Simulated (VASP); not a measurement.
# C7O in VASP: single point with PBE+D3(BJ)

Aim: the single point of C7O with PBE+D3(BJ).

Everything below comes from runs of VASP 6.6.1. Logs are shortened: lines on timing, memory, paths and dates and some standing lists are left out, and cuts for length are marked.

### 1 The cell of the first run

The cell holds a slab with vacuum, 8 atoms: a = 2.465 Å, b = 2.465 Å, c = 26.891 Å, α = 90.00°, β = 90.00°, γ = 120.00°.

### 2 Single point, PBE+D3(BJ)

The input, INCAR:

```
SYSTEM = C7O
PREC = Accurate
ENCUT = 520
EDIFF = 1E-6
ISMEAR = 0
SIGMA = 0.1
LREAL = .False.
LASPH = .True.
NELM = 80
ALGO = Normal
ISIF = 2
LWAVE = .False.
LCHARG = .True.
LDIPOL = .True.
IDIPOL = 3
DIPOL = 0.5 0.5 0.510
GGA = PE
IVDW = 12
LELF = .True.
LVHAR = .True.
LVACPOTAV = .True.
NBANDS = 27
```

The input, KPOINTS:

```
Automatic mesh
0
Gamma
  12 12 1
  0 0 0
```

The input, POSCAR:

```
C7O
1.0
    2.4649634470      0.0000000000      0.0000000000
   -1.2324817235      2.1347209645      0.0000000000
    0.0000000000      0.0000000000     26.8905390229
C O
7 1
Direct
    0.0000000000      0.0000000000      0.3160963099
    0.3333333334      0.6666666667      0.3160963041
    0.0391115870      0.0782231739      0.4417080558
    0.7057646066      0.4115292133      0.4417102992
    0.0571499486      0.1142998971      0.5677979771
    0.3904903707      0.7809807414      0.5678090273
    0.0501348640      0.1002697281      0.6947312072
    0.0501982349      0.1003964697      0.7369085747
```

Potentials or basis: VASP PAW PBE potentials, release 64 (C, O).

Run with:

```bash
$ cat potpaw_PBE.64/C/POTCAR potpaw_PBE.64/O/POTCAR > POTCAR
$ mpirun -np 1 vasp_std > vasp.out
```

OUTCAR:

```text
SYSTEM = C7O
   PREC = Accurate
   ENCUT = 520
   EDIFF = 1E-6
   ISMEAR = 0
   LREAL = .False.
   LASPH = .True.
   NELM = 80
   ISIF = 2
   GGA = PE
   IVDW = 12
 IVDW          = 12

 ion  position               nearest neighbor table
   1  0.000  0.000  0.316-   2 1.42   2 1.42   2 1.42
   2  0.333  0.667  0.316-   1 1.42   1 1.42   1 1.42
   3  0.039  0.078  0.442-   4 1.42   4 1.42   4 1.42
   4  0.706  0.412  0.442-   3 1.42   3 1.42   3 1.42
   5  0.057  0.114  0.568-   6 1.42   6 1.42   6 1.42
   6  0.390  0.781  0.568-   5 1.42   5 1.42   5 1.42
   7  0.050  0.100  0.695-   8 1.13
   8  0.050  0.100  0.737-   7 1.13

  LATTYP: Found a hexagonal cell.
 ALAT       =     2.4649634470
 C/A-ratio  =    10.9091025490

  Lattice vectors:

 A1 = (   2.4649634470,   0.0000000000,   0.0000000000)
 A2 = (  -1.2324817235,   2.1347209645,   0.0000000000)
 A3 = (   0.0000000000,   0.0000000000,  26.8905390229)

Analysis of symmetry for initial positions (statically):
=====================================================================
 Subroutine PRICEL returns:
 Original cell was already a primitive cell.

 Routine SETGRP: Setting up the symmetry group for a
 hexagonal supercell.

 Subroutine GETGRP returns: Found  2 space group operations
 (whereof  2 operations were pure point group operations)
 out of a pool of 24 trial point group operations.

The static configuration has the point symmetry C_1h.

Analysis of symmetry for dynamics (positions and initial velocities):
=====================================================================
 Subroutine PRICEL returns:
 Original cell was already a primitive cell.

 Routine SETGRP: Setting up the symmetry group for a
 hexagonal supercell.

 Subroutine GETGRP returns: Found  2 space group operations
 (whereof  2 operations were pure point group operations)
 out of a pool of 24 trial point group operations.

The dynamic configuration has the point symmetry C_1h.

 Subroutine INISYM returns: Found  2 space group operations
 (whereof  2 operations are pure point group operations),
 and found     1 'primitive' translations

----------------------------------------------------------------------------------------

                                     Primitive cell

  volume of cell :     141.4983

  direct lattice vectors                    reciprocal lattice vectors
     2.464963447  0.000000000  0.000000000     0.405685529  0.234222649  0.000000000
    -1.232481724  2.134720965  0.000000000     0.000000000  0.468445299  0.000000000
     0.000000000  0.000000000 26.890539023     0.000000000  0.000000000  0.037187800

  length of vectors
     2.464963447  2.464963447 26.890539023     0.468445299  0.468445299  0.037187800

  position of ions in fractional coordinates (direct lattice)
     0.000000000  0.000000000  0.316096310
     0.333333333  0.666666667  0.316096304
     0.039111587  0.078223174  0.441708056
     0.705764607  0.411529213  0.441710299
     0.057149949  0.114299897  0.567797977
     0.390490371  0.780980741  0.567809027
     0.050134864  0.100269728  0.694731207
     0.050198235  0.100396470  0.736908575

  ion indices of the primitive-cell ions
   primitive index   ion index
                 1           1
                 2           2
                 3           3
                 4           4
                 5           5
                 6           6
                 7           7
                 8           8

----------------------------------------------------------------------------------------

 KPOINTS: Automatic mesh

Automatic generation of k-mesh.
 Grid dimensions read from file:
 generate k-points for:   12   12    1

 Generating k-lattice:

  Cartesian coordinates                     Fractional coordinates (reciprocal lattice)
     0.033807127  0.019518554  0.000000000     0.083333333  0.000000000  0.000000000
     0.000000000  0.039037108  0.000000000     0.000000000  0.083333333  0.000000000
     0.000000000  0.000000000  0.037187800     0.000000000  0.000000000  1.000000000

  Length of vectors
     0.039037108  0.039037108  0.037187800

  Shift w.r.t. Gamma in fractional coordinates (k-lattice)
     0.000000000  0.000000000  0.000000000

 Subroutine IBZKPT returns following result:
 ===========================================

 Found     43 irreducible k-points:

 Following reciprocal coordinates:
            Coordinates               Weight
  0.000000  0.000000  0.000000      1.000000
  0.083333  0.000000  0.000000      4.000000
  0.000000  0.083333  0.000000      2.000000
  0.166667 -0.000000  0.000000      4.000000
  0.000000  0.166667  0.000000      2.000000
  0.250000  0.000000  0.000000      4.000000
[... 16 lines left out ...]
 -0.083333  0.416667  0.000000      4.000000
 -0.416667  0.333333  0.000000      4.000000
 [... further k-points ...]
   k-points           NKPTS =     43   k-points in BZ     NKDIM =     43   number of bands    NBANDS=     27
   number of dos      NEDOS =    301   number of ions     NIONS =      8
   total plane-waves  NPLWV =  64800
   dimension x,y,z NGX =    18 NGY =   18 NGZ =  200
   dimension x,y,z NGXF=    36 NGYF=   36 NGZF=  400
   ions per type =               7   1
   NGX,Y,Z   is equivalent  to a cutoff of  12.14, 12.14, 12.36 a.u.
   NGXF,Y,Z  is equivalent  to a cutoff of  24.28, 24.28, 24.73 a.u.
 SYSTEM =  C7O
   PREC   = accura    normal or accurate (medium, high low for compatibility)
   ISTART =      0    job   : 0-new  1-cont  2-samecut
   ICHARG =      2    charge: 1-file 2-atom 10-const
   ISPIN  =      1    spin polarized calculation?
   LNONCOLLINEAR =      F non collinear calculations
   LSORBIT =      F    spin-orbit coupling
   LASPH  =      T    aspherical Exc in radial PAW
   ENCUT  =  520.0 eV  38.22 Ry    6.18 a.u.   4.58  4.58 50.00*2*pi/ulx,y,z
   NELM   =     80;   NELMIN=  2; NELMDL= -5     # of ELM steps
   EDIFF  = 0.1E-05   stopping-criterion for ELM
   LREAL  =      F    real-space projection
   EDIFFG = 0.1E-04   stopping-criterion for IOM
   NSW    =      0    number of steps for IOM
   IBRION =     -1    ionic relax: 0-MD 1-quasi-New 2-CG
   NFREE  =      0    steps in history (QN), initial steepest desc. (CG)
   ISIF   =      2    stress and relaxation
   ISYM   =      2    0-nonsym 1-usesym 2-fastsym
   POTIM  = 0.5000    time-step for ionic-motion
   TEBEG  =    0.0;   TEEND  =   0.0 temperature during run
   PSTRESS=    0.0 pullay stress
   NELECT =      34.0000    total number of electrons
   NUPDOWN=      -1.0000    fix difference up-down
   EMIN   =  10.00;   EMAX   =-10.00  energy-range for DOS
   EFERMI =   0.00;   METHOD = LEGACY
   ISMEAR =     0;   SIGMA  =   0.10  broadening in eV -4-tet -1-fermi 0-gaus
   EFERMI_NEDOS =   21; number of points for ismear=-14 and -15
   IALGO  =     38    algorithm
   IMIX   =      4    mixing-type and parameters
     AMIX     =   0.40;   BMIX     =  1.00
     AMIX_MAG =   1.60;   BMIX_MAG =  1.00
  volume/ion in A,a.u.               =      17.69       119.36
  Fermi-wavevector in a.u.,A,eV,Ry     =   1.017773  1.923311 14.093746  1.035861
  Thomas-Fermi vector in A             =   2.151193
   LORBIT       =      0    0 simple, 1 ext, 2 COOP (PROOUT), +10 PAW based schemes
   GGA     = PE    functional components
   LHFCALC =     F    Hartree Fock is set to
   AEXX    =    0.0000 exact exchange contribution
   IVDW    =    12    specifies the selected vdW correction
   LEPSILON=     F    determine dielectric tensor
   LRPA    =     F    only Hartree local field effects (RPA)
 non-spin polarized calculation
 Gauss-broadening in eV      SIGMA  =   0.10
  energy-cutoff  :      520.00
  volume of cell :      141.50
 maximum number of plane-waves:      3854
   NGX =  9   NGY =  9   NGZ = 99

 dipolmoment           0.000000      0.000000     -0.017787 electrons x Angstroem

 number of electron      33.9999997 magnetization

 dipolmoment           0.000000      0.000000      0.047972 electrons x Angstroem

 Free energy of the ion-electron system (eV)
  ---------------------------------------------------
  ext. energy  EPLUGINS =         0.00000000
  ---------------------------------------------------
  free energy    TOTEN  =       -68.74771353 eV

  energy without entropy =      -68.74549446  energy(sigma->0) =      -68.74660400

 E-fermi :  -0.3837     XC(G=0):  -5.6817

 val. band max:       -0.4190713525   @ k =   0.3333   0.3333   0.0000
 cond. band min:      -0.3223057347   @ k =   0.3333   0.3333   0.0000
 fundamental gap:      0.0967656178
 Fermi energy:        -0.3836564855

 k-point     1 :       0.0000    0.0000    0.0000
  band No.  band energies     occupation
      1     -25.5609      2.00000
      2     -19.9569      2.00000
      3     -19.8122      2.00000
      4     -19.5584      2.00000
      5     -10.8343      2.00000
      6      -8.5442      2.00000
[... 19 lines left out ...]
     26       7.9617      0.00000
     27       8.0229      0.00000

 k-point     2 :       0.0833    0.0000    0.0000
  band No.  band energies     occupation
      1     -25.4759      2.00000
      2     -19.7919      2.00000
      3     -19.6484      2.00000
      4     -19.3946      2.00000
      5     -10.7092      2.00000
      6      -8.3456      2.00000
[... 19 lines left out ...]
     26       7.9957      0.00000
     27       8.0748      0.00000

 k-point     3 :       0.0000    0.0833    0.0000
  band No.  band energies     occupation
      1     -25.4759      2.00000
      2     -19.7919      2.00000
      3     -19.6484      2.00000
      4     -19.3946      2.00000
      5     -10.7092      2.00000
      6      -8.3456      2.00000
[... 594 lines left out ...]
      1     -24.3038      2.00000
      2     -16.5704      2.00000
      3     -16.4494      2.00000
      4     -16.1955      2.00000
      5     -11.0279      2.00000
      6     -10.9381      2.00000
[... 19 lines left out ...]
     26       8.2434      0.00000
     27       8.9448      0.00000

 k-point    24 :      -0.4167    0.3333    0.0000
  band No.  band energies     occupation
      1     -24.3038      2.00000
      2     -16.5707      2.00000
      3     -16.4490      2.00000
      4     -16.1956      2.00000
      5     -11.0273      2.00000
      6     -10.9389      2.00000
[... 19 lines left out ...]
     26       8.2434      0.00000
     27       8.9447      0.00000

 [... further k-points ...]

------------------------ aborting loop because EDIFF is reached ----------------------------------------

 Edisp (eV)   -1.06385

 E8    (eV) :    -0.3054

  FORCE on cell =-STRESS in cart. coord.  units (eV):
  Direction    XX          YY          ZZ          XY          YZ          ZX
  --------------------------------------------------------------------------------------
  -------------------------------------------------------------------------------------
  Total       5.05633     5.10774     0.99411     0.00000    -0.01650     0.00000
  in kB      57.25255    57.83463    11.25626     0.00000    -0.18686     0.00000
  external pressure =       42.11 kB  Pullay stress =        0.00 kB

 VOLUME and BASIS-vectors are now :
 -----------------------------------------------------------------------------
  energy-cutoff  :      520.00
  volume of cell :      141.50
      direct lattice vectors                 reciprocal lattice vectors
     2.464963447  0.000000000  0.000000000     0.405685529  0.234222649  0.000000000
    -1.232481724  2.134720965  0.000000000     0.000000000  0.468445299  0.000000000
     0.000000000  0.000000000 26.890539023     0.000000000  0.000000000  0.037187800

 POSITION                                       TOTAL-FORCE (eV/Angst)
 -----------------------------------------------------------------------------------
      0.00000      0.00000      8.50000         0.000000     -0.011131      0.011111
      0.00000      1.42315      8.50000        -0.000000      0.013562     -0.010241
      0.00000      0.16698     11.87777         0.000000     -0.000572      0.000424
      1.23248      0.87850     11.87783         0.000000     -0.000562      0.000234
      0.00000      0.24400     15.26839         0.000000     -0.001906      0.000744
      0.00000      1.66718     15.26869         0.000000      0.000839      0.000033
     -0.00000      0.21405     18.68170         0.000000     -0.000546     -0.958516
      0.00000      0.21432     19.81587         0.000000      0.000317      0.956210
 -----------------------------------------------------------------------------------
    total drift:                               -0.000003      0.000678     -0.001793

  FREE ENERGIE OF THE ION-ELECTRON SYSTEM (eV)
  ---------------------------------------------------
  free  energy   TOTEN  =       -69.8115637873 eV

  energy  without entropy=      -69.8093447246  energy(sigma->0) =      -69.81045426

 vacuum level on the upper side and lower side of the slab         5.533         3.885
```

Wall time 3.6 min (1 thread of Intel Xeon Platinum 8488C (Sapphire Rapids), shared host); peak memory 0.32 GiB.

What came out:

| Property | Result |
| --- | --- |
| Free energy | -69.8116 eV |
| Largest force | 0.959 eV/Å |
| Band gap on the k mesh | zero (band 17 reaches -0.32 eV, above the bottom of band 18 at -0.43 eV) |
| Dispersion energy per atom | -0.133 eV |

Forces on the atoms (eV/Å):
```
C    0.000 -0.011  0.011
C    0.000  0.014 -0.010
C    0.000 -0.001  0.000
C    0.000 -0.001  0.000
C    0.000 -0.002  0.001
C    0.000  0.001  0.000
C    0.000 -0.001 -0.959
O    0.000  0.000  0.956
```

Levels at points of the mesh, in eV from the Fermi level:
```tsv
k point	band 15	band 16	band 17	band 18	band 19	band 20
(0.00, 0.00, 0.00)	-2.97	-2.71	-2.71	3.60	4.86	5.31
(0.50, 0.00, 0.00)	-2.58	-2.19	-1.91	-0.04	1.53	1.88
(0.00, 0.50, 0.00)	-2.49	-2.31	-1.88	-0.05	1.65	1.75
```
